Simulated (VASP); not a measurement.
# B (P6_3/mmc) in VASP: a series of runs

The runs below take B through single point, relaxation of cell and atoms, with PBEsol.

All numbers are computed with VASP 6.6.1; they aren't measurements. Logs are shortened: lines on timing, memory, paths and dates and some standing lists are left out, and cuts for length are marked.

**1. The cell of the first run**

Symmetry: P6_3/mmc, No. 194, hexagonal system. Conventional cell: a = 2.709 Å, b = 2.709 Å, c = 4.470 Å, α = 90.00°, β = 90.00°, γ = 120.00°. Within 2.2 Å of B (site symmetry 3m) lie 4 B at 1.66 to 1.68 Å.

This isn't the form of B at room conditions, which is rhombohedral.

**2. Single point, PBEsol**

Contents of INCAR:

```
SYSTEM = B
PREC = Accurate
ENCUT = 500
EDIFF = 1E-6
ISMEAR = 0
SIGMA = 0.1
LREAL = .False.
LASPH = .True.
NELM = 120
ALGO = Normal
ISIF = 2
LWAVE = .False.
LCHARG = .False.
GGA = PS
NBANDS = 14
GGA_COMPAT = .False.
```

Contents of KPOINTS:

```
Automatic mesh
0
Gamma
  9 9 4
  0 0 0
```

Contents of POSCAR:

```
B
1.0
    2.7091719657      0.0000000000      0.0000000000
   -1.3545859829      2.3462117456      0.0000000000
    0.0000000000      0.0000000000      4.4701337435
B
4
Direct
    0.3333333333      0.6666666667      0.4375000000
    0.6666666667      0.3333333333      0.9375000000
    0.6666666667      0.3333333333      0.5625000000
    0.3333333333      0.6666666667      0.0625000000
```

Potentials or basis: VASP PAW PBE potentials, release 64 (B).

Launch:

```sh
$ cat potpaw_PBE.64/B/POTCAR > POTCAR
$ mpirun -np 1 vasp_std > vasp.out
```

OUTCAR:

```text
SYSTEM = B
   PREC = Accurate
   ENCUT = 500
   EDIFF = 1E-6
   ISMEAR = 0
   LREAL = .False.
   LASPH = .True.
   NELM = 120
   ISIF = 2
   GGA = PS

 ion  position               nearest neighbor table
   1  0.333  0.667  0.438-   3 1.66   3 1.66   3 1.66   4 1.68
   2  0.667  0.333  0.938-   4 1.66   4 1.66   4 1.66   3 1.68
   3  0.667  0.333  0.562-   1 1.66   1 1.66   1 1.66   2 1.68
   4  0.333  0.667  0.062-   2 1.66   2 1.66   2 1.66   1 1.68

  LATTYP: Found a hexagonal cell.
 ALAT       =     2.7091719657
 C/A-ratio  =     1.6500000000

  Lattice vectors:

 A1 = (   2.7091719657,   0.0000000000,   0.0000000000)
 A2 = (  -1.3545859829,   2.3462117456,   0.0000000000)
 A3 = (   0.0000000000,   0.0000000000,   4.4701337435)

Analysis of symmetry for initial positions (statically):
=====================================================================
 Subroutine PRICEL returns:
 Original cell was already a primitive cell.

 Routine SETGRP: Setting up the symmetry group for a
 hexagonal supercell.

 Subroutine GETGRP returns: Found 24 space group operations
 (whereof 12 operations were pure point group operations)
 out of a pool of 24 trial point group operations.

The static configuration has the point symmetry D_3d.
 The point group associated with its full space group is D_6h.

Analysis of symmetry for dynamics (positions and initial velocities):
=====================================================================
 Subroutine PRICEL returns:
 Original cell was already a primitive cell.

 Routine SETGRP: Setting up the symmetry group for a
 hexagonal supercell.

 Subroutine GETGRP returns: Found 24 space group operations
 (whereof 12 operations were pure point group operations)
 out of a pool of 24 trial point group operations.

The dynamic configuration has the point symmetry D_3d.
 The point group associated with its full space group is D_6h.

 Subroutine INISYM returns: Found 24 space group operations
 (whereof 12 operations are pure point group operations),
 and found     1 'primitive' translations

----------------------------------------------------------------------------------------

                                     Primitive cell

  volume of cell :      28.4135

  direct lattice vectors                    reciprocal lattice vectors
     2.709171966  0.000000000  0.000000000     0.369116473  0.213109495  0.000000000
    -1.354585983  2.346211746  0.000000000     0.000000000  0.426218990  0.000000000
     0.000000000  0.000000000  4.470133743     0.000000000  0.000000000  0.223706953

  length of vectors
     2.709171966  2.709171966  4.470133743     0.426218990  0.426218990  0.223706953

  position of ions in fractional coordinates (direct lattice)
     0.333333333  0.666666667  0.437500000
     0.666666667  0.333333333  0.937500000
     0.666666667  0.333333333  0.562500000
     0.333333333  0.666666667  0.062500000

  ion indices of the primitive-cell ions
   primitive index   ion index
                 1           1
                 2           2
                 3           3
                 4           4

----------------------------------------------------------------------------------------

 KPOINTS: Automatic mesh

Automatic generation of k-mesh.
 Grid dimensions read from file:
 generate k-points for:    9    9    4

 Generating k-lattice:

  Cartesian coordinates                     Fractional coordinates (reciprocal lattice)
     0.041012941  0.023678833  0.000000000     0.111111111 -0.000000000  0.000000000
     0.000000000  0.047357666  0.000000000     0.000000000  0.111111111  0.000000000
     0.000000000  0.000000000  0.055926738     0.000000000  0.000000000  0.250000000

  Length of vectors
     0.047357666  0.047357666  0.055926738

  Shift w.r.t. Gamma in fractional coordinates (k-lattice)
     0.000000000  0.000000000  0.000000000

 Subroutine IBZKPT returns following result:
 ===========================================

 Found     36 irreducible k-points:

 Following reciprocal coordinates:
            Coordinates               Weight
  0.000000  0.000000  0.000000      1.000000
  0.111111  0.000000  0.000000      6.000000
  0.222222  0.000000  0.000000      6.000000
  0.333333 -0.000000  0.000000      6.000000
  0.444444  0.000000  0.000000      6.000000
  0.111111  0.111111  0.000000      6.000000
[... 16 lines left out ...]
  0.333333  0.222222  0.250000     24.000000
  0.333333  0.333333  0.250000      4.000000
 [... further k-points ...]
   k-points           NKPTS =     36   k-points in BZ     NKDIM =     36   number of bands    NBANDS=     14
   number of dos      NEDOS =    301   number of ions     NIONS =      4
   total plane-waves  NPLWV =  14400
   dimension x,y,z NGX =    20 NGY =   20 NGZ =   36
   dimension x,y,z NGXF=    40 NGYF=   40 NGZF=   72
   ions per type =               4
   NGX,Y,Z   is equivalent  to a cutoff of  12.27, 12.27, 13.39 a.u.
   NGXF,Y,Z  is equivalent  to a cutoff of  24.55, 24.55, 26.78 a.u.
 SYSTEM =  B
   PREC   = accura    normal or accurate (medium, high low for compatibility)
   ISTART =      0    job   : 0-new  1-cont  2-samecut
   ICHARG =      2    charge: 1-file 2-atom 10-const
   ISPIN  =      1    spin polarized calculation?
   LNONCOLLINEAR =      F non collinear calculations
   LSORBIT =      F    spin-orbit coupling
   LASPH  =      T    aspherical Exc in radial PAW
   ENCUT  =  500.0 eV  36.75 Ry    6.06 a.u.   4.94  4.94  8.15*2*pi/ulx,y,z
   NELM   =    120;   NELMIN=  2; NELMDL= -5     # of ELM steps
   EDIFF  = 0.1E-05   stopping-criterion for ELM
   LREAL  =      F    real-space projection
   EDIFFG = 0.1E-04   stopping-criterion for IOM
   NSW    =      0    number of steps for IOM
   IBRION =     -1    ionic relax: 0-MD 1-quasi-New 2-CG
   NFREE  =      0    steps in history (QN), initial steepest desc. (CG)
   ISIF   =      2    stress and relaxation
   ISYM   =      2    0-nonsym 1-usesym 2-fastsym
   POTIM  = 0.5000    time-step for ionic-motion
   TEBEG  =    0.0;   TEEND  =   0.0 temperature during run
   PSTRESS=    0.0 pullay stress
   NELECT =      12.0000    total number of electrons
   NUPDOWN=      -1.0000    fix difference up-down
   EMIN   =  10.00;   EMAX   =-10.00  energy-range for DOS
   EFERMI =   0.00;   METHOD = LEGACY
   ISMEAR =     0;   SIGMA  =   0.10  broadening in eV -4-tet -1-fermi 0-gaus
   EFERMI_NEDOS =   21; number of points for ismear=-14 and -15
   IALGO  =     38    algorithm
   IMIX   =      4    mixing-type and parameters
     AMIX     =   0.40;   BMIX     =  1.00
     AMIX_MAG =   1.60;   BMIX_MAG =  1.00
  volume/ion in A,a.u.               =       7.10        47.94
  Fermi-wavevector in a.u.,A,eV,Ry     =   1.228270  2.321094 20.526388  1.508647
  Thomas-Fermi vector in A             =   2.363202
   LORBIT       =      0    0 simple, 1 ext, 2 COOP (PROOUT), +10 PAW based schemes
   GGA     = PS    functional components
   LHFCALC =     F    Hartree Fock is set to
   AEXX    =    0.0000 exact exchange contribution
   IVDW    =     0    specifies the selected vdW correction
   LEPSILON=     F    determine dielectric tensor
   LRPA    =     F    only Hartree local field effects (RPA)
 non-spin polarized calculation
 Gauss-broadening in eV      SIGMA  =   0.10
  energy-cutoff  :      500.00
  volume of cell :       28.41
 maximum number of plane-waves:       756
 NGX is ok and might be reduce to    20
   NGX =  9   NGY =  9   NGZ = 17

 number of electron      12.0000000 magnetization

 Free energy of the ion-electron system (eV)
  ---------------------------------------------------
  ext. energy  EPLUGINS =         0.00000000
  ---------------------------------------------------
  free energy    TOTEN  =       -23.47327196 eV

  energy without entropy =      -23.45819169  energy(sigma->0) =      -23.46573183

 E-fermi :   5.2972     XC(G=0): -11.9260

 val. band max:        5.2899111159   @ k =   0.2222   0.2222   0.0000
 cond. band min:       5.3410845891   @ k =   0.2222   0.2222   0.5000
 fundamental gap:      0.0511734732
 Fermi energy:         5.2971529236

 k-point     1 :       0.0000    0.0000    0.0000
  band No.  band energies     occupation
      1      -9.0762      2.00000
      2      -3.4875      2.00000
      3      -3.0595      2.00000
      4       6.8389      0.00000
      5       6.8389      0.00000
      6       9.4618      0.00000
      7      10.0022      0.00000
      8      10.0022      0.00000
      9      13.4804      0.00000
     10      13.4804      0.00000
     11      14.3093      0.00000
     12      18.0130      0.00000
     13      18.0130      0.00000
     14      18.4012      0.00000

 k-point     2 :       0.1111    0.0000    0.0000
  band No.  band energies     occupation
      1      -8.8133      2.00000
      2      -3.2629      2.00000
      3      -2.7896      2.00000
      4       5.5852      0.00005
      5       6.2212      0.00000
      6       8.9121      0.00000
      7       8.9890      0.00000
      8       9.4547      0.00000
      9      13.7000      0.00000
     10      14.2995      0.00000
     11      14.8284      0.00000
     12      18.3152      0.00000
     13      19.0148      0.00000
     14      19.0152      0.00000
[... 343 lines left out ...]
      1      -3.8615      2.00000
      2      -1.5939      2.00000
      3      -1.1532      2.00000
      4       0.7468      2.00000
      5       1.0393      2.00000
      6       3.1326      2.00000
      7       3.9370      2.00000
      8       5.4526      0.02792
      9      13.1164      0.00000
     10      17.1466      0.00000
     11      17.5927      0.00000
     12      19.0476      0.00000
     13      20.4935      0.00000
     14      22.3498      0.00000

 k-point    24 :       0.3333    0.3333    0.2500
  band No.  band energies     occupation
      1      -2.2314      2.00000
      2      -2.2314      2.00000
      3      -0.8263      2.00000
      4       0.3599      2.00000
      5       0.3599      2.00000
      6       1.9117      2.00000
      7       4.7083      2.00000
      8       4.7083      2.00000
      9      12.4476      0.00000
     10      18.1786      0.00000
     11      18.1786      0.00000
     12      20.2827      0.00000
     13      21.7525      0.00000
     14      21.7525      0.00000

 [... further k-points ...]

------------------------ aborting loop because EDIFF is reached ----------------------------------------

  FORCE on cell =-STRESS in cart. coord.  units (eV):
  Direction    XX          YY          ZZ          XY          YZ          ZX
  --------------------------------------------------------------------------------------
  -------------------------------------------------------------------------------------
  Total        7.4659857      7.4659857      4.8568775     -0.0000000      0.0000000      0.0000000
  in kB      420.9916125    420.9916125    273.8693564     -0.0000000      0.0000000      0.0000000
  external PRESSURE =     371.9508605 kB  Pullay stress =       0.0000000 kB

 VOLUME and BASIS-vectors are now :
 -----------------------------------------------------------------------------
  energy-cutoff  :      500.00
  volume of cell :       28.41
      direct lattice vectors                 reciprocal lattice vectors
     2.709171966  0.000000000  0.000000000     0.369116473  0.213109495  0.000000000
    -1.354585983  2.346211746  0.000000000     0.000000000  0.426218990  0.000000000
     0.000000000  0.000000000  4.470133743     0.000000000  0.000000000  0.223706953

 POSITION                                       TOTAL-FORCE (eV/Angst)
 -----------------------------------------------------------------------------------
     -0.00000      1.56414      1.95568         0.000000      0.000000      0.130769
      1.35459      0.78207      4.19075        -0.000000      0.000000      0.130769
      1.35459      0.78207      2.51445        -0.000000      0.000000     -0.130769
     -0.00000      1.56414      0.27938         0.000000     -0.000000     -0.130769
 -----------------------------------------------------------------------------------
    total drift:                               -0.000000      0.000000      0.000000

  FREE ENERGIE OF THE ION-ELECTRON SYSTEM (eV)
  ---------------------------------------------------
  free  energy   TOTEN  =       -23.4732719572 eV

  energy  without entropy=      -23.4581916945  energy(sigma->0) =      -23.46573183
```

It took 5.4 s on 1 thread of AMD EPYC 9R45 (Zen 5), shared host; peak memory 0.1 GiB.

What came out:

- Free energy: -23.4733 eV
- Pressure: 37.2 GPa
- Largest force: 0.131 eV/Å
- Band gap on the k mesh: zero (bands 6 and 7 overlap by 6.69 eV)

Forces on the atoms (eV/Å):
```
B    0.000  0.000  0.131
B    0.000  0.000  0.131
B    0.000  0.000 -0.131
B    0.000  0.000 -0.131
```

Stress tensor (GPa, compression positive):
```
42.10  0.00  0.00
 0.00 42.10  0.00
 0.00  0.00 27.39
```

Caveat: the cell stands under pressure; the PAW data sets were made with another functional, which shifts forces and pressure a little.

[end of part 1 of 3]
